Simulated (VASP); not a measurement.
Runs of VASP 6.6.1 on ZrN. The structure is that of space group Fm-3m (No. 225), or close to it. The cells are those of the table. 

| cell | gap on the mesh (eV) | pressure (GPa) |
| --- | --- | --- |
| a = 3.209 Å, angles 60.0°, 2 atoms | none | 10.3 |
| a = 3.164 Å, angles 60.0°, 2 atoms | none | (a) |
| a = 3.253 Å, angles 60.0°, 2 atoms | none | (b) |
| a = 3.337 Å, angles 60.0°, 2 atoms | none | -16.7 |
| a = 3.295 Å, angles 60.0°, 2 atoms | none | -9.6 |

Alike in all rows: task single point; level PBE; potentials or basis VASP PAW PBE potentials, release 64 (Zr_sv, N); no spin polarisation; k mesh 11 × 11 × 11; cutoff (eV) 600; smearing methfessel-paxton 0.1 eV.

Estimate the missing entries.

(a) 23.9; (b) -0.7.

A k mesh can miss the band edges, and the runs leave out spin-orbit coupling on Zr.

A gap of «none» marks levels without a gap at the run's occupations.
